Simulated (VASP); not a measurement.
# C (a cell with a defect) in VASP: single point with LDA

Aim: the single point of C (a cell with a defect) with LDA.

All numbers are computed with VASP 6.6.1; they aren't measurements. Logs are shortened: lines on timing, memory, paths and dates and some standing lists are left out, and cuts for length are marked.

### 1 The cell of the first run

The cell holds a defect, 63 atoms: a = 7.140 Å, b = 7.140 Å, c = 7.140 Å, α = 90.00°, β = 90.00°, γ = 90.00°.

### 2 Single point, LDA

INCAR

```
PREC = Accurate
ENCUT = 520
EDIFF = 1E-6
ISMEAR = 0
SIGMA = 0.02
LREAL = Auto
LASPH = True
NELM = 100
ALGO = Normal
ISIF = 2
LWAVE = False
LCHARG = False
NELECT = 254.0
NBANDS = 163
```

KPOINTS

```
regular mesh
0
Gamma
  2 2 2
```

POSCAR

```
C
1.0
    7.1400000000      0.0000000000      0.0000000000
    0.0000000000      7.1400000000      0.0000000000
    0.0000000000      0.0000000000      7.1400000000
C
63
Direct
    0.5012236695      0.0024603641      0.0015673669
    0.6274478992      0.1287967787      0.1283019608
    0.7534816527      0.2570757703      0.0069641457
    0.8907470588      0.3747453782      0.1223379552
    0.7504844538     -0.0005289916      0.2506948179
    0.8744389356      0.1251920168      0.3747550420
   -0.0005002801     -0.0008266106      0.0001135854
    0.1265131653      0.1233436975      0.1254291317
    0.2517404762      0.2505766106      0.0009133053
    0.3777866947      0.3764081232      0.1262771709
    0.5012656863      0.5042394958      0.0016532213
    0.6134047619      0.6359889356      0.1145435574
    0.7465308123      0.7492697479      0.0002008403
    0.8735565826      0.8726320728      0.1241362745
    0.2485508403     -0.0014490196      0.2495753501
    0.3744074230      0.1234844538      0.3752827731
    0.5038240896      0.2542959384      0.2543528011
    0.6166467787      0.3700403361      0.3893205882
    0.8717788515      0.6058725490      0.3640243697
    0.4995908964     -0.0012837535      0.5000169468
    0.6249446779      0.1235621849      0.6271268908
    0.7473642857      0.2501568627      0.5011782913
    0.8741340336      0.3725338936      0.6251595238
    0.7489067227     -0.0003526611      0.7500186275
    0.8749523810      0.1254992997      0.8762906162
    0.0027616246      0.4983736695     -0.0002522409
    0.1268070028      0.6243819328      0.1227155462
    0.2501079832      0.7504301120     -0.0012012605
    0.3737609244      0.8770858543      0.1255442577
    0.0023810924      0.2501245098      0.2486712885
    0.1270518207      0.3717261905      0.3748598039
    0.2514801120      0.4994789916      0.2499866947
    0.3756197479      0.6240312325      0.3744546218
    0.4999766106      0.7494522409      0.2468169468
    0.6242546218      0.8727432773      0.3740341737
   -0.0017925770     -0.0025184874      0.4986980392
    0.1243875350      0.1233253501      0.6248438375
    0.2507009804      0.2484801120      0.5007449580
    0.3734074230      0.3753767507      0.6274963585
    0.4995689076      0.4973089636      0.5017425770
    0.6236518207      0.6241053221      0.6250134454
    0.7472494398      0.7419343137      0.4941483193
    0.8728787115      0.8717319328      0.6224058824
    0.2496831933     -0.0005166667      0.7499697479
    0.3759270308      0.1258431373      0.8762457983
    0.5008977591      0.2509105042      0.7524505602
    0.6263677871      0.3773549020      0.8784408964
    0.7502000000      0.4999053221      0.7506759104
    0.8744163866      0.6243026611      0.8754602241
   -0.0047240896      0.7412385154      0.2463159664
    0.1217581232      0.8710060224      0.3730099440
   -0.0040574230      0.4944327731      0.4941675070
    0.1216170868      0.6222287115      0.6215112045
    0.2477651261      0.7477032213      0.4980390756
    0.3734873950      0.8738862745      0.6241266106
   -0.0001466387      0.2491971989      0.7505425770
    0.1268050420      0.3752831933      0.8735303922
    0.2477459384      0.4994278711      0.7481252101
    0.3725665266      0.6247960784      0.8724397759
    0.4989879552      0.7500672269      0.7494642857
    0.6249571429      0.8769988796      0.8740754902
   -0.0020677871      0.7480750700      0.7478815126
    0.1240240896      0.8742273109      0.8737815126
```

Potentials or basis: VASP PAW LDA potentials, release 64 (C).

Run with:

```bash
$ cat potpaw_LDA.64/C/POTCAR > POTCAR
$ mpirun -np 1 vasp_std > vasp.out
```

OUTCAR:

```text
PREC = Accurate
   ENCUT = 520
   EDIFF = 1E-6
   ISMEAR = 0
   LREAL = Auto
   LASPH = True
   NELM = 100
   ISIF = 2
   NELECT = 254.0

 ion  position               nearest neighbor table
   1  0.501  0.002  0.002-  45 1.54  61 1.55  29 1.55   2 1.56
   2  0.627  0.129  0.128-   5 1.55  17 1.55   3 1.55   1 1.56
   3  0.753  0.257  0.007-   4 1.53   2 1.55  47 1.55  25 1.58
   4  0.891  0.375  0.122-  26 1.48  30 1.50   3 1.53
   5  0.750  0.999  0.251-   6 1.54   2 1.55  35 1.55  14 1.55
   6  0.874  0.125  0.375-   5 1.54  36 1.55  22 1.56  30 1.56
   7  0.999  0.999  0.000-  25 1.54  63 1.55   8 1.55  14 1.55
   8  0.127  0.123  0.125-  15 1.53  30 1.54   7 1.55   9 1.55
   9  0.252  0.251  0.001-  45 1.54   8 1.55  57 1.55  10 1.56
  10  0.378  0.376  0.126-  32 1.54  11 1.55  17 1.55   9 1.56
  11  0.501  0.504  0.002-  12 1.48  47 1.55  10 1.55  59 1.56
  12  0.613  0.636  0.115-  11 1.48  34 1.48  13 1.49
  13  0.747  0.749  0.000-  12 1.49  14 1.54  61 1.55  49 1.56
  14  0.874  0.873  0.124-  13 1.54  50 1.55   5 1.55   7 1.55
  15  0.249  0.999  0.250-  29 1.53   8 1.53  16 1.55  51 1.56
  16  0.374  0.123  0.375-  38 1.54  20 1.54  15 1.55  17 1.57
  17  0.504  0.254  0.254-  18 1.50   2 1.55  10 1.55  16 1.57
  18  0.617  0.370  0.389-  40 1.47  22 1.50  17 1.50
  19  0.872  0.606  0.364-  52 1.51  50 1.55  42 1.61
  20  0.500  0.999  0.500-  16 1.54  55 1.55  35 1.55  21 1.56
  21  0.625  0.124  0.627-  24 1.53  22 1.55  46 1.55  20 1.56
  22  0.747  0.250  0.501-  18 1.50  23 1.54  21 1.55   6 1.56
[... 39 lines left out ...]
  62  0.998  0.748  0.748-  43 1.54  49 1.55  53 1.55  63 1.56
  63  0.124  0.874  0.874-  44 1.54  28 1.55   7 1.55  62 1.56

  LATTYP: Found a simple cubic cell.
 ALAT       =     7.1400000000

  Lattice vectors:

 A1 = (   7.1400000000,   0.0000000000,   0.0000000000)
 A2 = (   0.0000000000,   7.1400000000,   0.0000000000)
 A3 = (   0.0000000000,   0.0000000000,   7.1400000000)

Analysis of symmetry for initial positions (statically):
=====================================================================
 Subroutine PRICEL returns:
 Original cell was already a primitive cell.

 Routine SETGRP: Setting up the symmetry group for a
 simple cubic supercell.

 Subroutine GETGRP returns: Found  1 space group operations
 (whereof  1 operations were pure point group operations)
 out of a pool of 48 trial point group operations.

The static configuration has the point symmetry C_1 .

Analysis of symmetry for dynamics (positions and initial velocities):
=====================================================================
 Subroutine PRICEL returns:
 Original cell was already a primitive cell.

 Routine SETGRP: Setting up the symmetry group for a
 simple cubic supercell.

 Subroutine GETGRP returns: Found  1 space group operations
 (whereof  1 operations were pure point group operations)
 out of a pool of 48 trial point group operations.

The dynamic configuration has the point symmetry C_1 .

 Subroutine INISYM returns: Found  1 space group operations
 (whereof  1 operations are pure point group operations),
 and found     1 'primitive' translations

----------------------------------------------------------------------------------------

                                     Primitive cell

  volume of cell :     363.9943

  direct lattice vectors                    reciprocal lattice vectors
     7.140000000  0.000000000  0.000000000     0.140056022  0.000000000  0.000000000
     0.000000000  7.140000000  0.000000000     0.000000000  0.140056022  0.000000000
     0.000000000  0.000000000  7.140000000     0.000000000  0.000000000  0.140056022

  length of vectors
     7.140000000  7.140000000  7.140000000     0.140056022  0.140056022  0.140056022

  position of ions in fractional coordinates (direct lattice)
     0.501223669  0.002460364  0.001567367
     0.627447899  0.128796779  0.128301961
     0.753481653  0.257075770  0.006964146
     0.890747059  0.374745378  0.122337955
     0.750484454  0.999471008  0.250694818
     0.874438936  0.125192017  0.374755042
[... 55 lines left out ...]
     0.997932213  0.748075070  0.747881513
     0.124024090  0.874227311  0.873781513

  ion indices of the primitive-cell ions
   primitive index   ion index
                 1           1
                 2           2
                 3           3
                 4           4
                 5           5
                 6           6
[... 55 lines left out ...]
                62          62
                63          63

----------------------------------------------------------------------------------------

 KPOINTS: regular mesh

Automatic generation of k-mesh.
 Grid dimensions read from file:
 generate k-points for:    2    2    2

 Generating k-lattice:

  Cartesian coordinates                     Fractional coordinates (reciprocal lattice)
     0.070028011  0.000000000  0.000000000     0.500000000  0.000000000  0.000000000
     0.000000000  0.070028011  0.000000000     0.000000000  0.500000000  0.000000000
     0.000000000  0.000000000  0.070028011     0.000000000  0.000000000  0.500000000

  Length of vectors
     0.070028011  0.070028011  0.070028011

  Shift w.r.t. Gamma in fractional coordinates (k-lattice)
     0.000000000  0.000000000  0.000000000

 Subroutine IBZKPT returns following result:
 ===========================================

 Found      8 irreducible k-points:

 Following reciprocal coordinates:
            Coordinates               Weight
  0.000000  0.000000  0.000000      1.000000
  0.500000  0.000000  0.000000      1.000000
  0.000000  0.500000  0.000000      1.000000
  0.000000  0.000000  0.500000      1.000000
  0.500000  0.500000  0.000000      1.000000
  0.000000  0.500000  0.500000      1.000000
  0.500000  0.000000  0.500000      1.000000
  0.500000  0.500000  0.500000      1.000000
   k-points           NKPTS =      8   k-points in BZ     NKDIM =      8   number of bands    NBANDS=    163
   number of dos      NEDOS =    301   number of ions     NIONS =     63
   total plane-waves  NPLWV = 157464
   dimension x,y,z NGX =    54 NGY =   54 NGZ =   54
   dimension x,y,z NGXF=   108 NGYF=  108 NGZF=  108
   ions per type =              63
   NGX,Y,Z   is equivalent  to a cutoff of  12.57, 12.57, 12.57 a.u.
   NGXF,Y,Z  is equivalent  to a cutoff of  25.15, 25.15, 25.15 a.u.
 SYSTEM =  unknown system
   PREC   = accura    normal or accurate (medium, high low for compatibility)
   ISTART =      0    job   : 0-new  1-cont  2-samecut
   ICHARG =      2    charge: 1-file 2-atom 10-const
   ISPIN  =      1    spin polarized calculation?
   LNONCOLLINEAR =      F non collinear calculations
   LSORBIT =      F    spin-orbit coupling
   LASPH  =      T    aspherical Exc in radial PAW
   ENCUT  =  520.0 eV  38.22 Ry    6.18 a.u.  13.28 13.28 13.28*2*pi/ulx,y,z
   NELM   =    100;   NELMIN=  2; NELMDL= -5     # of ELM steps
   EDIFF  = 0.1E-05   stopping-criterion for ELM
   LREAL  =      T    real-space projection
   EDIFFG = 0.1E-04   stopping-criterion for IOM
   NSW    =      0    number of steps for IOM
   IBRION =     -1    ionic relax: 0-MD 1-quasi-New 2-CG
   NFREE  =      0    steps in history (QN), initial steepest desc. (CG)
   ISIF   =      2    stress and relaxation
   ISYM   =      2    0-nonsym 1-usesym 2-fastsym
   POTIM  = 0.5000    time-step for ionic-motion
   TEBEG  =    0.0;   TEEND  =   0.0 temperature during run
   PSTRESS=    0.0 pullay stress
   NELECT =     254.0000    total number of electrons
   NUPDOWN=      -1.0000    fix difference up-down
   EMIN   =  10.00;   EMAX   =-10.00  energy-range for DOS
   EFERMI =   0.00;   METHOD = LEGACY
   ISMEAR =     0;   SIGMA  =   0.02  broadening in eV -4-tet -1-fermi 0-gaus
   EFERMI_NEDOS =   21; number of points for ismear=-14 and -15
   IALGO  =     38    algorithm
   IMIX   =      4    mixing-type and parameters
     AMIX     =   0.40;   BMIX     =  1.00
     AMIX_MAG =   1.60;   BMIX_MAG =  1.00
  volume/ion in A,a.u.               =       5.78        38.99
  Fermi-wavevector in a.u.,A,eV,Ry     =   1.452071  2.744016 28.688024  2.108510
  Thomas-Fermi vector in A             =   2.569495
   LORBIT       =      0    0 simple, 1 ext, 2 COOP (PROOUT), +10 PAW based schemes
   GGA     = CA    functional components
   LHFCALC =     F    Hartree Fock is set to
   AEXX    =    0.0000 exact exchange contribution
   IVDW    =     0    specifies the selected vdW correction
   LEPSILON=     F    determine dielectric tensor
   LRPA    =     F    only Hartree local field effects (RPA)
 non-spin polarized calculation
 Gauss-broadening in eV      SIGMA  =   0.02
  energy-cutoff  :      520.00
  volume of cell :      363.99
 maximum number of plane-waves:      9808
 NGX is ok and might be reduce to    54
   NGX = 27   NGY = 27   NGZ = 27

 number of electron     253.9999996 magnetization

 Free energy of the ion-electron system (eV)
  ---------------------------------------------------
  ext. energy  EPLUGINS =         0.00000000
  ---------------------------------------------------
  free energy    TOTEN  =      -607.08132061 eV

  energy without entropy =     -607.07864895  energy(sigma->0) =     -607.07998478

 E-fermi :  11.9121     XC(G=0): -13.4428

 val. band max:       11.9073150976   @ k =   0.5000   0.5000   0.5000
 cond. band min:      11.9167837350   @ k =   0.5000   0.0000   0.5000
 fundamental gap:      0.0094686374
 Fermi energy:        11.9120557941

 k-point     1 :       0.0000    0.0000    0.0000
  band No.  band energies     occupation
      1     -11.8740      2.00000
      2      -9.7027      2.00000
      3      -9.6927      2.00000
      4      -9.6360      2.00000
      5      -9.6225      2.00000
      6      -9.5634      2.00000
[... 1125 lines left out ...]
    138      15.3292      0.00000
    139      15.3389      0.00000
 [bands above 139 left out]

------------------------ aborting loop because EDIFF is reached ----------------------------------------

  FORCE on cell =-STRESS in cart. coord.  units (eV):
  Direction    XX          YY          ZZ          XY          YZ          ZX
  --------------------------------------------------------------------------------------
  -------------------------------------------------------------------------------------
  Total        6.4865215     -7.3109500      1.3058490     -4.7721032     -6.5865343     -3.1405048
  in kB       28.5514263    -32.1802758      5.7478959    -21.0051495    -28.9916481    -13.8234169
  external PRESSURE =       0.7063488 kB  Pullay stress =       0.0000000 kB

 VOLUME and BASIS-vectors are now :
 -----------------------------------------------------------------------------
  energy-cutoff  :      520.00
  volume of cell :      363.99
      direct lattice vectors                 reciprocal lattice vectors
     7.140000000  0.000000000  0.000000000     0.140056022  0.000000000  0.000000000
     0.000000000  7.140000000  0.000000000     0.000000000  0.140056022  0.000000000
     0.000000000  0.000000000  7.140000000     0.000000000  0.000000000  0.140056022

 POSITION                                       TOTAL-FORCE (eV/Angst)
 -----------------------------------------------------------------------------------
      3.57874      0.01757      0.01119        -0.022572     -0.040647     -0.008828
      4.47998      0.91961      0.91608        -0.015355     -0.033457     -0.050966
      5.37986      1.83552      0.04972         0.009227     -0.122792     -0.153795
      6.35993      2.67568      0.87349        -0.145851     -0.376014     -0.585206
      5.35846      7.13622      1.78996        -0.043182      0.005012     -0.045340
      6.24349      0.89387      2.67575        -0.032528      0.054334     -0.035572
[... 55 lines left out ...]
      7.12524      5.34126      5.33987         0.051023     -0.006917      0.053084
      0.88553      6.24198      6.23880        -0.016025     -0.001682      0.032183
 -----------------------------------------------------------------------------------
    total drift:                                0.044176      0.057547     -0.002774

  FREE ENERGIE OF THE ION-ELECTRON SYSTEM (eV)
  ---------------------------------------------------
  free  energy   TOTEN  =      -607.0813206101 eV

  energy  without entropy=     -607.0786489488  energy(sigma->0) =     -607.07998478
```

It took 15 min on 1 thread of AMD EPYC 7R13 (Zen 3), shared host; peak memory 0.45 GiB.

What came out:

```yaml
Free_energy: -607.0813 eV
Largest_force: 2.661 eV/Å
```

Forces on the atoms (eV/Å):
```
C   -0.023 -0.041 -0.009
C   -0.015 -0.033 -0.051
C    0.009 -0.123 -0.154
C   -0.146 -0.376 -0.585
C   -0.043  0.005 -0.045
C   -0.033  0.054 -0.036
C   -0.011 -0.039  0.025
C   -0.053 -0.008 -0.003
C   -0.034 -0.010 -0.008
C   -0.071 -0.058 -0.055
C   -0.123 -0.078 -0.089
C   -0.250 -0.219 -0.166
C    0.026 -0.165  0.066
C   -0.054 -0.040  0.062
C   -0.010 -0.016  0.022
C   -0.043 -0.059 -0.041
C   -0.139 -0.079 -0.037
C   -0.406 -0.147 -0.140
C    1.030  1.825  1.639
C    0.040 -0.042 -0.032
C    0.004 -0.002 -0.071
C    0.000  0.130 -0.167
C   -0.018  0.087 -0.034
C    0.026 -0.083 -0.081
C   -0.046 -0.114 -0.113
C   -0.105 -0.061 -0.003
C   -0.113 -0.072  0.083
C   -0.039 -0.042  0.043
C   -0.024 -0.038 -0.027
C   -0.147  0.109 -0.050
C   -0.107  0.117 -0.037
C   -0.037 -0.029 -0.021
C   -0.026  0.012  0.025
C   -0.028 -0.122  0.006
C    0.065 -0.076 -0.098
C    0.026  0.061 -0.008
C   -0.035  0.016 -0.022
C   -0.042  0.011 -0.032
C   -0.041 -0.022 -0.011
C   -0.076 -0.025 -0.068
C    0.059 -0.108 -0.092
C    0.352 -0.262 -0.254
C    0.045  0.025  0.012
C    0.012  0.000  0.003
C   -0.014 -0.044 -0.031
C   -0.019 -0.015 -0.037
C   -0.029 -0.066 -0.068
C   -0.033 -0.045 -0.012
C    0.007 -0.009  0.000
C    0.037  0.058  0.313
C    0.090  0.127  0.014
C    0.217  0.319  0.256
C    0.180 -0.013  0.201
C    0.064  0.013  0.034
C    0.045  0.002  0.003
C   -0.004  0.000 -0.039
C   -0.017 -0.011 -0.032
C    0.056 -0.003  0.043
C   -0.010 -0.056 -0.023
C    0.048 -0.042 -0.048
C   -0.010 -0.069 -0.012
C    0.051 -0.007  0.053
C   -0.016 -0.002  0.032
```

Levels at points of the mesh, in eV from the Fermi level:
| k point | band 125 | band 126 | band 127 | band 128 | band 129 | band 130 |
| --- | --- | --- | --- | --- | --- | --- |
| (0.00, 0.00, 0.00) | -2.92 | -0.06 | 0.11 | 0.29 | 1.79 | 1.82 |
| (0.50, 0.00, 0.00) | -3.33 | -0.56 | -0.13 | 0.08 | 1.61 | 1.67 |
| (0.00, 0.50, 0.00) | -3.33 | -0.35 | -0.24 | -0.07 | 1.67 | 1.70 |
| (0.00, 0.00, 0.50) | -3.33 | -0.43 | -0.27 | 0.07 | 1.64 | 1.68 |
| (0.50, 0.50, 0.00) | -3.28 | -0.59 | -0.19 | 0.15 | 3.01 | 3.04 |
| (0.00, 0.50, 0.50) | -3.29 | -0.73 | -0.05 | 0.16 | 3.01 | 3.03 |
| (0.50, 0.00, 0.50) | -3.23 | -0.42 | -0.23 | 0.00 | 3.02 | 3.04 |
| (0.50, 0.50, 0.50) | -4.15 | -0.21 | 0.00 | 0.17 | 3.26 | 3.28 |

Caveat: the k points lie up to 0.44 Å⁻¹ apart; the cell carries a net charge on a neutralising background, which shifts energy and pressure; the cell is charged against a uniform background, so pressure and absolute levels hang on convention.
